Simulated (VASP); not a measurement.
# Cu5Pt2 (F-43m) in VASP: further runs

Cu5Pt2 is run at these levels: PBE; tasks: relaxation of cell and atoms, single point.

All numbers are computed with VASP 6.6.1; they aren't measurements. Logs are shortened: lines on timing, memory, paths and dates and some standing lists are left out, and cuts for length are marked.

**1. The cell of the first run**

The structure is cubic, space group F-43m (No. 216). Conventional cell: a = 8.418 Å, b = 8.418 Å, c = 8.418 Å, α = 90.00°, β = 90.00°, γ = 90.00°. Cu (site symmetry 3m) has 1 Pt at 2.25 Å and 3 Cu at 2.28 Å within 3.0 Å. Cu (site symmetry -43m) has 12 Cu at 3.59 Å and 8 Pt at 3.65 Å within 4.7 Å. Within 4.5 Å of Pt (site symmetry -43m) lie 16 Cu at 3.44 to 3.65 Å and 6 Pt at 4.21 Å. Within 3.0 Å of Pt (site symmetry -43m) lie 4 Cu at 2.25 Å.

**2. Relaxation of cell and atoms, PBE**

INCAR reads:

```
SYSTEM = Cu5Pt2
PREC = Accurate
ENCUT = 600
EDIFF = 1E-6
ISMEAR = 0
SIGMA = 0.1
LREAL = .FALSE.
LASPH = .TRUE.
NELM = 100
ALGO = Normal
ISIF = 3
LWAVE = .FALSE.
LCHARG = .FALSE.
GGA = PE
IBRION = 2
NSW = 100
EDIFFG = -0.01
```

KPOINTS reads:

```
regular mesh
0
G
  8 8 8
  0 0 0
```

POSCAR reads:

```
Cu5Pt2
1.0
    0.0000000000      4.2089480658      4.2089480658
    4.2089480658      0.0000000000      4.2089480658
    4.2089480658      4.2089480658      0.0000000000
Cu Pt
5 2
Direct
    0.5958588584      0.2124234249      0.5958588584
    0.5958588584      0.5958588584      0.5958588584
    0.2124234249      0.5958588584      0.5958588584
    0.5958588584      0.5958588584      0.2124234249
    0.0000000000      0.0000000000      0.0000000000
    0.2500000000      0.2500000000      0.2500000000
    0.7500000000      0.7500000000      0.7500000000
```

Potentials or basis: VASP PAW PBE potentials, release 64 (Cu, Pt).

Command:

```console
$ cat potpaw_PBE.64/Cu/POTCAR potpaw_PBE.64/Pt/POTCAR > POTCAR
$ mpirun -np 1 vasp_std > vasp.out
```

OUTCAR:

```text
SYSTEM = Cu5Pt2
   PREC = Accurate
   ENCUT = 600
   EDIFF = 1E-6
   ISMEAR = 0
   LREAL = .FALSE.
   LASPH = .TRUE.
   NELM = 100
   ISIF = 3
   GGA = PE
   IBRION = 2
   NSW = 100
   EDIFFG = -0.01

 ion  position               nearest neighbor table
   1  0.596  0.212  0.596-   7 2.25   3 2.28   4 2.28   2 2.28
   2  0.596  0.596  0.596-   7 2.25   3 2.28   4 2.28   1 2.28
   3  0.212  0.596  0.596-   7 2.25   2 2.28   4 2.28   1 2.28
   4  0.596  0.596  0.212-   7 2.25   2 2.28   3 2.28   1 2.28
   5  0.000  0.000  0.000-
   6  0.250  0.250  0.250-
   7  0.750  0.750  0.750-   2 2.25   1 2.25   3 2.25   4 2.25

  LATTYP: Found a face centered cubic cell.
 ALAT       =     8.4178961316

  Lattice vectors:

 A1 = (   0.0000000000,   4.2089480658,   4.2089480658)
 A2 = (   4.2089480658,   0.0000000000,   4.2089480658)
 A3 = (   4.2089480658,   4.2089480658,   0.0000000000)

Analysis of symmetry for initial positions (statically):
=====================================================================
 Subroutine PRICEL returns:
 Original cell was already a primitive cell.

 Routine SETGRP: Setting up the symmetry group for a
 face centered cubic supercell.

 Subroutine GETGRP returns: Found 24 space group operations
 (whereof 24 operations were pure point group operations)
 out of a pool of 48 trial point group operations.

The static configuration has the point symmetry T_d .

Analysis of symmetry for dynamics (positions and initial velocities):
=====================================================================
 Subroutine PRICEL returns:
 Original cell was already a primitive cell.

 Routine SETGRP: Setting up the symmetry group for a
 face centered cubic supercell.

 Subroutine GETGRP returns: Found 24 space group operations
 (whereof 24 operations were pure point group operations)
 out of a pool of 48 trial point group operations.

The dynamic configuration has the point symmetry T_d .

 Subroutine INISYM returns: Found 24 space group operations
 (whereof 24 operations are pure point group operations),
 and found     1 'primitive' translations

----------------------------------------------------------------------------------------
[... 101 lines left out ...]
   ENCUT  =  600.0 eV  44.10 Ry    6.64 a.u.  11.89 11.89 11.89*2*pi/ulx,y,z
   NELM   =    100;   NELMIN=  2; NELMDL= -5     # of ELM steps
   EDIFF  = 0.1E-05   stopping-criterion for ELM
   LREAL  =      F    real-space projection
   EDIFFG = -.1E-01   stopping-criterion for IOM
   NSW    =    100    number of steps for IOM
   IBRION =      2    ionic relax: 0-MD 1-quasi-New 2-CG
   NFREE  =      1    steps in history (QN), initial steepest desc. (CG)
   ISIF   =      3    stress and relaxation
   ISYM   =      2    0-nonsym 1-usesym 2-fastsym
   POTIM  = 0.5000    time-step for ionic-motion
   TEBEG  =    0.0;   TEEND  =   0.0 temperature during run
   PSTRESS=    0.0 pullay stress
   NELECT =      75.0000    total number of electrons
   NUPDOWN=      -1.0000    fix difference up-down
   EMIN   =  10.00;   EMAX   =-10.00  energy-range for DOS
   EFERMI =   0.00;   METHOD = LEGACY
   ISMEAR =     0;   SIGMA  =   0.10  broadening in eV -4-tet -1-fermi 0-gaus
   EFERMI_NEDOS =   21; number of points for ismear=-14 and -15
   IALGO  =     38    algorithm
   IMIX   =      4    mixing-type and parameters
     AMIX     =   0.40;   BMIX     =  1.00
     AMIX_MAG =   1.60;   BMIX_MAG =  1.00
  volume/ion in A,a.u.               =      21.30       143.76
  Fermi-wavevector in a.u.,A,eV,Ry     =   1.301902  2.460238 23.061185  1.694949
  Thomas-Fermi vector in A             =   2.433005
   LORBIT       =      0    0 simple, 1 ext, 2 COOP (PROOUT), +10 PAW based schemes
   GGA     = PE    functional components
   LHFCALC =     F    Hartree Fock is set to
   AEXX    =    0.0000 exact exchange contribution
   IVDW    =     0    specifies the selected vdW correction
   LEPSILON=     F    determine dielectric tensor
   LRPA    =     F    only Hartree local field effects (RPA)
 conjugate gradient relaxation of ions
 non-spin polarized calculation
 Gauss-broadening in eV      SIGMA  =   0.10
  energy-cutoff  :      600.00
  volume of cell :      149.13
 maximum number of plane-waves:      4992
   NGX = 23   NGY = 23   NGZ = 23

--------------------------------------- Ionic step        1  -------------------------------------------

 number of electron      74.9999991 magnetization

 Free energy of the ion-electron system (eV)
  ---------------------------------------------------
  ext. energy  EPLUGINS =         0.00000000
  ---------------------------------------------------
  free energy    TOTEN  =       -21.93190763 eV

  energy without entropy =      -21.89892274  energy(sigma->0) =      -21.91541519

------------------------ aborting loop because EDIFF is reached ----------------------------------------

  FORCE on cell =-STRESS in cart. coord.  units (eV):
  Direction    XX          YY          ZZ          XY          YZ          ZX
  --------------------------------------------------------------------------------------
  -------------------------------------------------------------------------------------
  Total        0.0005902      0.0005902      0.0005902      0.0000000      0.0000000      0.0000000
  in kB        0.0063415      0.0063415      0.0063415      0.0000000      0.0000000      0.0000000
  external PRESSURE =       0.0063415 kB  Pullay stress =       0.0000000 kB
[... 69 lines left out ...]
--------------------------------------- Ionic step        3  -------------------------------------------

 number of electron      74.9999992 magnetization

 Free energy of the ion-electron system (eV)
  ---------------------------------------------------
  ext. energy  EPLUGINS =         0.00000000
  ---------------------------------------------------
  free energy    TOTEN  =       -21.93198998 eV

  energy without entropy =      -21.89899875  energy(sigma->0) =      -21.91549436

 E-fermi :   2.7631     XC(G=0):  -9.9184

 val. band max:        2.7423277716   @ k =   0.5000   0.3750   0.0000
 cond. band min:       2.7756213942   @ k =   0.5000   0.5000   0.0000
 fundamental gap:      0.0332936227
 Fermi energy:         2.7631156986

 k-point     1 :       0.0000    0.0000    0.0000
  band No.  band energies     occupation
      1      -3.5543      2.00000
      2      -0.9748      2.00000
      3      -0.7807      2.00000
      4      -0.7807      2.00000
      5      -0.7807      2.00000
      6      -0.7427      2.00000
[... 1141 lines left out ...]
     44       7.2062      0.00000
     45       7.7497      0.00000

 [... further k-points ...]
[... 5 lines left out ...]
  --------------------------------------------------------------------------------------
  -------------------------------------------------------------------------------------
  Total        0.0458609      0.0458609      0.0458609     -0.0000000      0.0000000     -0.0000000
  in kB        0.4927200      0.4927200      0.4927200     -0.0000000      0.0000000     -0.0000000
  external PRESSURE =       0.4927200 kB  Pullay stress =       0.0000000 kB
[... 22 lines left out ...]
  FREE ENERGIE OF THE ION-ELECTRON SYSTEM (eV)
  ---------------------------------------------------
  free  energy   TOTEN  =       -21.9319899754 eV

  energy  without entropy=      -21.8989987502  energy(sigma->0) =      -21.91549436

 reached required accuracy - stopping structural energy minimisation
```

OSZICAR:

```text
N       E                     dE             d eps       ncg     rms          rms(c)
DAV:   1     0.724991536592E+03    0.72499E+03   -0.35811E+04  2610   0.250E+03
DAV:   2     0.909193885838E+02   -0.63407E+03   -0.61159E+03  2645   0.494E+02
DAV:   3    -0.151431187559E+02   -0.10606E+03   -0.95144E+02  3562   0.227E+02
[... 25 lines left out ...]
DAV:   1    -0.219319500954E+02   -0.50309E-04   -0.24520E-02  2680   0.791E-01    0.319E-02
DAV:   2    -0.219319908546E+02   -0.40759E-04   -0.42362E-04  3755   0.187E-01    0.161E-02
DAV:   3    -0.219319925254E+02   -0.16708E-05   -0.31760E-05  3197   0.122E-01    0.156E-02
DAV:   4    -0.219319901775E+02    0.23479E-05   -0.12695E-05  1758   0.618E-02    0.825E-03
DAV:   5    -0.219319899754E+02    0.20209E-06   -0.17878E-06  1383   0.260E-02
   3 F= -.21931990E+02 E0= -.21915494E+02  d E =-.823456E-04
```

CONTCAR:

```text
Cu5Pt2
   1.00000000000000
     0.0000000000000000    4.2089563998764348    4.2089563998764348
     4.2089563998764348    0.0000000000000000    4.2089563998764348
     4.2089563998764348    4.2089563998764348   -0.0000000000000000
  Cu              Pt
     5     2
Direct
     0.5959262763425690    0.2122211710722950    0.5959262763425690
     0.5959262763425690    0.5959262763425690    0.5959262763425690
     0.2122211710722950    0.5959262763425690    0.5959262763425690
     0.5959262763425690    0.5959262763425690    0.2122211710722950
     0.0000000000000000    0.0000000000000000    0.0000000000000000
     0.2500000000000000    0.2500000000000000    0.2500000000000000
     0.7500000000000000    0.7500000000000000    0.7500000000000000

  0.00000000E+00  0.00000000E+00  0.00000000E+00
  0.00000000E+00  0.00000000E+00  0.00000000E+00
  0.00000000E+00  0.00000000E+00  0.00000000E+00
  0.00000000E+00  0.00000000E+00  0.00000000E+00
  0.00000000E+00  0.00000000E+00  0.00000000E+00
  0.00000000E+00  0.00000000E+00  0.00000000E+00
  0.00000000E+00  0.00000000E+00  0.00000000E+00
```

It took 8.9 min on 1 thread of Intel Xeon Platinum 8259CL at 2.50GHz (Skylake/Cascade Lake), shared host; peak memory 0.46 GiB.

Results:

| Quantity | Value |
| --- | --- |
| Free energy | -21.9320 eV |
| Energy gained by relaxing | 0.0 meV/atom |
| Ionic steps | 3 |
| Pressure after relaxing | 0.0 GPa |

Final structure:
```
Cu Pt
1.0
     0.00000    4.20896    4.20896
     4.20896    0.00000    4.20896
     4.20896    4.20896    0.00000
Cu Pt
5 2
Direct
  0.59593 0.21222 0.59593
  0.59593 0.59593 0.59593
  0.21222 0.59593 0.59593
  0.59593 0.59593 0.21222
  0.00000 0.00000 0.00000
  0.25000 0.25000 0.25000
  0.75000 0.75000 0.75000
```

Caveat: spin-orbit coupling is left out, which moves the levels of the heavy elements.

**3. Single point, PBE**

This run uses another cell than the first one, of 14.87 Å³/atom, 0.698 times its volume.

INCAR reads:

```
  PREC = Accurate
  ENCUT = 520
  EDIFF = 1E-6
  ISMEAR = 0
  SIGMA = 0.1
  LREAL = F
  LASPH = T
  NELM = 100
  ALGO = Normal
  ISIF = 2
  LWAVE = F
  LCHARG = F
  GGA = PE
  NBANDS = 46
```

KPOINTS reads:

```
regular mesh
0
Gamma
  4 4 4
```

POSCAR reads:

```
Cu5Pt2
1.0
    0.0000000000      3.7331943500      3.7331943500
    3.7331943500      0.0000000000      3.7331943500
    3.7331943500      3.7331943500      0.0000000000
Cu Pt
5 2
Direct
    0.4130776000      0.4130776000      0.4130776000
    0.4130776000      0.4130776000      0.7607672000
    0.4130776000      0.7607672000      0.4130776000
    0.7607672000      0.4130776000      0.4130776000
    0.0000000000      0.0000000000      0.0000000000
    0.7500000000      0.7500000000      0.7500000000
    0.2500000000      0.2500000000      0.2500000000
```

Potentials or basis: VASP PAW PBE potentials, release 64 (Cu, Pt).

Command:

```console
$ cat potpaw_PBE.64/Cu/POTCAR potpaw_PBE.64/Pt/POTCAR > POTCAR
$ mpirun -np 1 vasp_std > vasp.out
```

OUTCAR:

```text
PREC = Accurate
   ENCUT = 520
   EDIFF = 1E-6
   ISMEAR = 0
   LREAL = F
   LASPH = T
   NELM = 100
   ISIF = 2
   GGA = PE

 ion  position               nearest neighbor table
   1  0.413  0.413  0.413-   2 1.84   3 1.84   4 1.84   7 2.11   6 3.05   6 3.05   6 3.05
   2  0.413  0.413  0.761-   1 1.84   3 1.84   4 1.84   7 2.11   6 3.05   6 3.05   6 3.05
   3  0.413  0.761  0.413-   1 1.84   2 1.84   4 1.84   7 2.11   6 3.05   6 3.05   6 3.05
   4  0.761  0.413  0.413-   1 1.84   2 1.84   3 1.84   7 2.11   6 3.05   6 3.05   6 3.05
   5  0.000  0.000  0.000-
   6  0.750  0.750  0.750-   2 3.05   3 3.05   2 3.05   4 3.05   1 3.05   1 3.05   1 3.05   3 3.05
                             4 3.05   2 3.05   3 3.05   4 3.05
   7  0.250  0.250  0.250-   2 2.11   3 2.11   4 2.11   1 2.11

  LATTYP: Found a face centered cubic cell.
 ALAT       =     7.4663887000

  Lattice vectors:

 A1 = (   0.0000000000,   3.7331943500,   3.7331943500)
 A2 = (   3.7331943500,   0.0000000000,   3.7331943500)
 A3 = (   3.7331943500,   3.7331943500,   0.0000000000)

Analysis of symmetry for initial positions (statically):
=====================================================================
 Subroutine PRICEL returns:
 Original cell was already a primitive cell.

 Routine SETGRP: Setting up the symmetry group for a
 face centered cubic supercell.

 Subroutine GETGRP returns: Found 24 space group operations
 (whereof 24 operations were pure point group operations)
 out of a pool of 48 trial point group operations.

The static configuration has the point symmetry T_d .

Analysis of symmetry for dynamics (positions and initial velocities):
=====================================================================
 Subroutine PRICEL returns:
 Original cell was already a primitive cell.

 Routine SETGRP: Setting up the symmetry group for a
 face centered cubic supercell.

 Subroutine GETGRP returns: Found 24 space group operations
[... 118 lines left out ...]
  Fermi-wavevector in a.u.,A,eV,Ry     =   1.467815  2.773768 29.313492  2.154481
  Thomas-Fermi vector in A             =   2.583388
   LORBIT       =      0    0 simple, 1 ext, 2 COOP (PROOUT), +10 PAW based schemes
   GGA     = PE    functional components
   LHFCALC =     F    Hartree Fock is set to
   AEXX    =    0.0000 exact exchange contribution
   IVDW    =     0    specifies the selected vdW correction
   LEPSILON=     F    determine dielectric tensor
   LRPA    =     F    only Hartree local field effects (RPA)
 non-spin polarized calculation
 Gauss-broadening in eV      SIGMA  =   0.10
  energy-cutoff  :      520.00
  volume of cell :      104.06
 maximum number of plane-waves:      2826
   NGX = 19   NGY = 19   NGZ = 19

 number of electron      75.0000022 magnetization

 Free energy of the ion-electron system (eV)
  ---------------------------------------------------
  ext. energy  EPLUGINS =         0.00000000
  ---------------------------------------------------
  free energy    TOTEN  =       -12.12682232 eV

  energy without entropy =      -12.09432625  energy(sigma->0) =      -12.11057428

 E-fermi :   6.4678     XC(G=0): -11.7796

 val. band max:        6.4309300058   @ k =  -0.2500   0.5000   0.2500
 cond. band min:       6.5527723059   @ k =   0.5000   0.0000   0.0000
 fundamental gap:      0.1218423001
 Fermi energy:         6.4678476716

 k-point     1 :       0.0000    0.0000    0.0000
  band No.  band energies     occupation
      1      -2.6384      2.00000
      2      -0.6123      2.00000
      3       0.3456      2.00000
      4       0.3456      2.00000
      5       0.3456      2.00000
      6       0.8641      2.00000
[... 381 lines left out ...]
     45      14.1644      0.00000
     46      15.3301      0.00000

------------------------ aborting loop because EDIFF is reached ----------------------------------------

  FORCE on cell =-STRESS in cart. coord.  units (eV):
  Direction    XX          YY          ZZ          XY          YZ          ZX
  --------------------------------------------------------------------------------------
  -------------------------------------------------------------------------------------
  Total       45.7005118     45.7005118     45.7005118      0.0000000     -0.0000000      0.0000000
  in kB      703.6551185    703.6551185    703.6551185      0.0000000     -0.0000000      0.0000000
  external PRESSURE =     703.6551185 kB  Pullay stress =       0.0000000 kB

 VOLUME and BASIS-vectors are now :
 -----------------------------------------------------------------------------
  energy-cutoff  :      520.00
  volume of cell :      104.06
      direct lattice vectors                 reciprocal lattice vectors
     0.000000000  3.733194350  3.733194350    -0.133933557  0.133933557  0.133933557
     3.733194350  0.000000000  3.733194350     0.133933557 -0.133933557  0.133933557
     3.733194350  3.733194350  0.000000000     0.133933557  0.133933557 -0.133933557

 POSITION                                       TOTAL-FORCE (eV/Angst)
 -----------------------------------------------------------------------------------
      3.08420      3.08420      3.08420       -11.459015    -11.459015    -11.459015
      4.38219      4.38219      3.08420        11.459015     11.459015    -11.459015
      4.38219      3.08420      4.38219        11.459015    -11.459015     11.459015
      3.08420      4.38219      4.38219       -11.459015     11.459015     11.459015
      0.00000      0.00000      0.00000         0.000000     -0.000000     -0.000000
      5.59979      5.59979      5.59979         0.000000     -0.000000     -0.000000
      1.86660      1.86660      1.86660         0.000000     -0.000000     -0.000000
 -----------------------------------------------------------------------------------
    total drift:                               -0.000001     -0.000001     -0.000001

  FREE ENERGIE OF THE ION-ELECTRON SYSTEM (eV)
  ---------------------------------------------------
  free  energy   TOTEN  =       -12.1268223173 eV

  energy  without entropy=      -12.0943262476  energy(sigma->0) =      -12.11057428
```

stdout:

```text
POSCAR found type information on POSCAR CuPt
 POSCAR found :  2 types and       7 ions
 scaLAPACK will be used
 LDA part: xc-table for (Slater+PW92), standard interpolation
 POSCAR, INCAR and KPOINTS ok, starting setup
 FFT: planning ... GRIDC
 FFT: planning ... GRID_SOFT
 FFT: planning ... GRID
 WAVECAR not read
 entering main loop
```

It took 76 s on 1 thread of Intel Xeon Platinum 8259CL at 2.50GHz (Skylake/Cascade Lake), shared host; peak memory 0.25 GiB.

Results:

```yaml
Free_energy: -12.1268 eV
Pressure: 70.4 GPa
Largest_force: 19.848 eV/Å
```

Forces on the atoms (eV/Å):
```
Cu  -11.459 -11.459 -11.459
Cu   11.459  11.459 -11.459
Cu   11.459 -11.459  11.459
Cu  -11.459  11.459  11.459
Cu    0.000   0.000   0.000
Pt    0.000   0.000   0.000
Pt    0.000   0.000   0.000
```

Levels at points of the mesh, in eV from the Fermi level:
| k point | band 33 | band 34 | band 35 | band 36 | band 37 | band 38 | band 39 | band 40 | band 41 | band 42 |
| --- | --- | --- | --- | --- | --- | --- | --- | --- | --- | --- |
| (0.00, 0.00, 0.00) | -0.72 | -0.72 | -0.41 | -0.41 | -0.41 | 2.11 | 2.55 | 2.55 | 2.55 | 4.48 |
| (0.50, 0.00, 0.00) | -1.00 | -0.77 | -0.77 | -0.16 | -0.16 | 0.08 | 2.71 | 2.96 | 2.96 | 3.08 |
| (0.50, 0.50, 0.00) | -0.78 | -0.72 | -0.72 | -0.53 | 0.15 | 0.15 | 0.20 | 0.88 | 1.17 | 6.73 |

Caveat: the k points lie up to 0.36 Å⁻¹ apart; spin-orbit coupling is left out, which moves the levels of the heavy elements; forces of over 1 eV/Å act on the atoms, so gaps and moduli don't describe the material at rest.
